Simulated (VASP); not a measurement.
# TbAl7N8 in VASP: single point with PBEsol+U

Aim: the single point of TbAl7N8 with PBEsol+U.

All numbers are computed with VASP 6.6.1; they aren't measurements. Logs are shortened: lines on timing, memory, paths and dates and some standing lists are left out, and cuts for length are marked.

## Step 1: The cell of the first run

The typed cell holds 16 atoms: a = 6.220 Å, b = 6.220 Å, c = 4.980 Å, α = 90.00°, β = 90.00°, γ = 120.00°.

## Step 2: Single point, PBEsol+U, collinear spin, ferromagnetic start

INCAR

```
PREC = Accurate
ENCUT = 600
EDIFF = 1E-6
ISMEAR = 0
SIGMA = 0.05
LREAL = False
LASPH = True
NELM = 200
ALGO = Normal
ISIF = 2
LWAVE = False
LCHARG = False
ISPIN = 2
MAGMOM = 4.29 0 0 0 0 0 0 0 -0.01 0 0 0 -0.01 -0.01 -0.01 0
LORBIT = 11
LMAXMIX = 6
LDAU = True
LDAUTYPE = 2
LDAUL = 3 -1 -1
LDAUU = 6 0 0
LDAUJ = 0 0 0
LDAUPRINT = 1
GGA = PS
NBANDS = 58
GGA_COMPAT = False
```

KPOINTS

```
regular mesh
0
Gamma
  3 3 4
```

POSCAR

```
TbAl7N8
1.0
    6.2200009000      0.0000000000      0.0000000000
   -3.1100004000      5.3866788000      0.0000000000
    0.0000000000      0.0000000000      4.9800000000
Tb Al N
1 7 8
Direct
    0.3323746214      0.1662581080      0.0014033306
    0.3321590137      0.6661452632      0.9970270188
    0.8326019686      0.1666916060      0.9970885135
    0.8326171125      0.6661357211      0.9970970291
    0.1602580426      0.3384710130      0.5029601896
    0.1603065862      0.8219687366      0.5029394658
    0.6767753797      0.3385246959      0.5029742454
    0.6657862829      0.8329948117      0.4954475023
    0.3324225128      0.1663287242      0.4485442867
    0.3350693994      0.6676800964      0.3740159381
    0.8311163094      0.1637635306      0.3740179577
    0.8311278202      0.6676402838      0.3739947710
    0.1471629131      0.3515389050      0.8690466818
    0.1471406247      0.7957327809      0.8689627428
    0.7028728026      0.3515473337      0.8690133352
    0.6657796250      0.8330139228      0.8769041315
```

Potentials or basis: VASP PAW PBE potentials, release 64 (Tb, Al, N).

Started as:

```console
$ cat potpaw_PBE.64/Tb/POTCAR potpaw_PBE.64/Al/POTCAR potpaw_PBE.64/N/POTCAR > POTCAR
$ mpirun -np 1 vasp_std > vasp.out
```

OUTCAR:

```text
PREC = Accurate
   ENCUT = 600
   EDIFF = 1E-6
   ISMEAR = 0
   LREAL = False
   LASPH = True
   NELM = 200
   ISIF = 2
   ISPIN = 2
   LORBIT = 11
   GGA = PS

 ion  position               nearest neighbor table
   1  0.332  0.166  0.001-  13 2.10  15 2.10  14 2.10   9 2.23   6 3.10   5 3.10   7 3.10   4 3.11
                             3 3.11   2 3.11   2 3.11   3 3.11   4 3.11   6 3.11   5 3.11   7 3.11
   2  0.332  0.666  0.997-  13 1.82  14 1.82  10 1.88  16 1.89   5 3.03   6 3.03   8 3.06   6 3.08
                             5 3.08   8 3.08   3 3.11   4 3.11   1 3.11   1 3.11   4 3.11   3 3.11
   3  0.833  0.167  0.997-  13 1.82  15 1.82  11 1.88  16 1.89   7 3.03   5 3.03   8 3.06   5 3.08
                             7 3.08   8 3.08   4 3.11   2 3.11   1 3.11   1 3.11   2 3.11   4 3.11
   4  0.833  0.666  0.997-  14 1.82  15 1.82  12 1.88  16 1.89   7 3.03   6 3.03   8 3.06   7 3.08
                             6 3.08   8 3.08   3 3.11   2 3.11   1 3.11   1 3.11   2 3.11   3 3.11
   5  0.160  0.338  0.503-  13 1.83   9 1.87  11 1.89  10 1.89   6 3.01   7 3.01   2 3.03   3 3.03
                             3 3.08   2 3.08   1 3.10   8 3.11   8 3.11   1 3.11   7 3.21   6 3.21
   6  0.160  0.822  0.503-  14 1.83   9 1.87  10 1.89  12 1.89   5 3.01   7 3.01   2 3.03   4 3.03
                             4 3.08   2 3.08   1 3.10   8 3.11   1 3.11   8 3.11   7 3.21   5 3.21
   7  0.677  0.339  0.503-  15 1.83   9 1.87  11 1.89  12 1.89   6 3.01   5 3.01   4 3.03   3 3.03
                             4 3.08   3 3.08   1 3.10   8 3.11   8 3.11   1 3.11   5 3.21   6 3.21
   8  0.666  0.833  0.495-  12 1.88  10 1.88  11 1.88  16 1.90   4 3.06   3 3.06   2 3.06   2 3.08
                             3 3.08   4 3.08   7 3.11   6 3.11   5 3.11   5 3.11   6 3.11   7 3.11
   9  0.332  0.166  0.449-   5 1.87   7 1.87   6 1.87   1 2.23
  10  0.335  0.668  0.374-   2 1.88   8 1.88   6 1.89   5 1.89
  11  0.831  0.164  0.374-   3 1.88   8 1.88   7 1.89   5 1.89
  12  0.831  0.668  0.374-   4 1.88   8 1.88   7 1.89   6 1.89
  13  0.147  0.352  0.869-   3 1.82   2 1.82   5 1.83   1 2.10
  14  0.147  0.796  0.869-   4 1.82   2 1.82   6 1.83   1 2.10
  15  0.703  0.352  0.869-   3 1.82   4 1.82   7 1.83   1 2.10
  16  0.666  0.833  0.877-   2 1.89   3 1.89   4 1.89   8 1.90

  LATTYP: Found a hexagonal cell.
 ALAT       =     6.2200009000
 C/A-ratio  =     0.8006429710

  Lattice vectors:

 A1 = (   6.2200009000,   0.0000000000,   0.0000000000)
 A2 = (  -3.1100004000,   5.3866788000,   0.0000000000)
 A3 = (   0.0000000000,   0.0000000000,   4.9800000000)

Analysis of symmetry for initial positions (statically):
=====================================================================
 Subroutine PRICEL returns:
 Original cell was already a primitive cell.

[... 254 lines left out ...]
 cond. band min:      10.0353631805   @ k =   0.0000   0.0000   0.0000
 fundamental gap:      3.1073470715
 Fermi energy:         7.2933057951

 spin component 1

 k-point     1 :       0.0000    0.0000    0.0000
  band No.  band energies     occupation
      1     -37.2996      1.00000
      2     -14.4649      1.00000
      3     -14.4638      1.00000
      4     -14.2758      1.00000
      5      -9.1579      1.00000
      6      -7.1815      1.00000
[... 1034 lines left out ...]
     51      13.1329      0.00000
     52      13.3717      0.00000
 Fermi energy:         7.2933057951

 spin component 2

 k-point     1 :       0.0000    0.0000    0.0000
  band No.  band energies     occupation
      1     -34.6702      1.00000
      2     -12.8305      1.00000
      3     -12.8294      1.00000
      4     -12.5360      1.00000
      5      -9.1461      1.00000
      6      -7.1593      1.00000
[... 1034 lines left out ...]
     51      13.1780      0.00000
     52      13.5963      0.00000
 [bands above 52 left out]

------------------------ aborting loop because EDIFF is reached ----------------------------------------

  FORCE on cell =-STRESS in cart. coord.  units (eV):
  Direction    XX          YY          ZZ          XY          YZ          ZX
  --------------------------------------------------------------------------------------
  -------------------------------------------------------------------------------------
  Total       18.6159880     18.6017718     16.2062283     -0.0004190      0.0045463     -0.0086355
  in kB      178.7540138    178.6175071    155.6150742     -0.0040237      0.0436543     -0.0829194
  external PRESSURE =     170.9955317 kB  Pullay stress =       0.0000000 kB

 VOLUME and BASIS-vectors are now :
 -----------------------------------------------------------------------------
  energy-cutoff  :      600.00
  volume of cell :      166.86
      direct lattice vectors                 reciprocal lattice vectors
     6.220000900  0.000000000  0.000000000     0.160771681  0.092821572  0.000000000
    -3.110000400  5.386678800  0.000000000     0.000000000  0.185643146  0.000000000
     0.000000000  0.000000000  4.980000000     0.000000000  0.000000000  0.200803213

 POSITION                                       TOTAL-FORCE (eV/Angst)
 -----------------------------------------------------------------------------------
      1.55031      0.89558      0.00699         0.002620     -0.002803     -0.000476
     -0.00568      3.58831      4.96519        -0.017413     -0.006332     -0.009031
      4.66037      0.89791      4.96550        -0.001960      0.010861     -0.012492
      3.10720      3.58826      4.96554         0.007083     -0.007063     -0.015659
     -0.05584      1.82323      2.50474        -0.025156      0.017687      0.012740
     -1.55922      4.42768      2.50464        -0.006107     -0.024821      0.012568
[... 8 lines left out ...]
      3.27856      1.89367      4.32769         0.016713      0.010236     -0.019343
      1.55048      4.48718      4.36698         0.004267     -0.000542      0.009784
 -----------------------------------------------------------------------------------
    total drift:                               -0.000243     -0.000187      0.003630

  FREE ENERGIE OF THE ION-ELECTRON SYSTEM (eV)
  ---------------------------------------------------
  free  energy   TOTEN  =      -128.2541573773 eV

  energy  without entropy=     -128.2541573773  energy(sigma->0) =     -128.25415738

 total charge

# of ion       s       p       d       f       tot
--------------------------------------------------
    1        2.088   5.704   0.845   7.979  16.616
    2        0.379   0.479   0.000   0.000   0.858
    3        0.379   0.479   0.000   0.000   0.858
    4        0.379   0.479   0.000   0.000   0.858
    5        0.374   0.464   0.000   0.000   0.839
    6        0.374   0.465   0.000   0.000   0.839
[... 8 lines left out ...]
   15        1.236   2.676   0.000   0.000   3.912
   16        1.217   2.613   0.000   0.000   3.830
--------------------------------------------------
tot         14.515  30.122   0.845   7.979  53.460

 magnetization (x)

# of ion       s       p       d       f       tot
--------------------------------------------------
    1        0.001  -0.050   0.043   5.928   5.921
    2       -0.000  -0.000   0.000   0.000  -0.000
    3       -0.000  -0.000   0.000   0.000  -0.000
    4       -0.000  -0.000   0.000   0.000  -0.000
    5       -0.000  -0.000   0.000   0.000  -0.000
    6       -0.000  -0.000   0.000   0.000  -0.000
[... 8 lines left out ...]
   15       -0.002  -0.011   0.000   0.000  -0.012
   16       -0.000  -0.000   0.000   0.000  -0.000
--------------------------------------------------
tot         -0.006  -0.093   0.043   5.928   5.871
```

Wall time 39 min (1 thread of AMD EPYC 9R45 (Zen 5), shared host); peak memory 0.57 GiB.

Results:

- Free energy: -128.2542 eV
- Pressure: 17.1 GPa
- Largest force: 0.044 eV/Å
- Band gap on the k mesh: 3.11 eV (least direct gap 3.27 eV)
- Net moment: 6.00 μB per cell
- Site moments: Tb +5.92; Al -0.00; N -0.01, +0.00, -0.00 (each value once) μB
- Valence electrons inside the program's atomic spheres: Tb 16.62; Al 0.86, 0.84, 0.82 (each value once); N 3.83, 3.85, 3.91 (each value once)

Forces on the atoms (eV/Å):
```
Tb   0.003 -0.003  0.000
Al  -0.017 -0.006 -0.009
Al  -0.002  0.011 -0.012
Al   0.007 -0.007 -0.016
Al  -0.025  0.018  0.013
Al  -0.006 -0.025  0.013
Al   0.021  0.012  0.011
Al  -0.001  0.004  0.011
N    0.001 -0.001  0.044
N    0.012 -0.002 -0.003
N    0.003 -0.013  0.001
N   -0.006  0.006  0.002
N   -0.015  0.012 -0.025
N    0.004 -0.015 -0.019
N    0.017  0.010 -0.019
N    0.004 -0.001  0.010
```

Eigenvalues of the final occupation matrices:
```csv
site,spin,trace,eigenvalues
site 1 f,1,6.96,0.99 0.99 0.99 1.00 1.00 1.00 1.00
site 1 f,2,1.03,0.01 0.01 0.01 0.01 0.01 0.01 0.97
```

Caveat: the magnetic or orbital state may not be the lowest; the cell stands under pressure; the PAW data sets were made with another functional, which shifts forces and pressure a little; spin-orbit coupling is left out, which moves the levels of the heavy elements; an odd mesh through Γ misses points on the zone boundary, where band edges can lie.
